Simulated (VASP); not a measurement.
A run of VASP 6.6.1 is set up as follows.

Contents of INCAR:

```
  PREC = Accurate
  ENCUT = 600
  EDIFF = 1E-6
  ISMEAR = 0
  SIGMA = 0.01
  LREAL = False
  LASPH = True
  NELM = 120
  ALGO = Normal
  ISIF = 2
  LWAVE = False
  LCHARG = False
  GGA = PE
  NBANDS = 11
  GGA_COMPAT = False
```

Contents of KPOINTS:

```
regular mesh
0
Gamma
  11 11 11
```

The input POSCAR:

```
MgO
1.0
    0.0000000000      2.1085000000      2.1085000000
    2.1085000000      0.0000000000      2.1085000000
    2.1085000000      2.1085000000      0.0000000000
Mg O
1 1
Direct
    0.0000000000      0.0000000000      0.0000000000
    0.5000000000      0.5000000000      0.5000000000
```

Potentials or basis: VASP PAW PBE potentials, release 64 (Mg, O).

The run is started by

```bash
$ cat potpaw_PBE.64/Mg/POTCAR potpaw_PBE.64/O/POTCAR > POTCAR
$ mpirun -np 1 vasp_std > vasp.out
```

Problem. Predict the band gap on the k mesh.

Solution. 4.69 eV.

Problem. Predict the pressure.

Solution. 3.1 GPa.

Caveat: the cell stands under pressure.
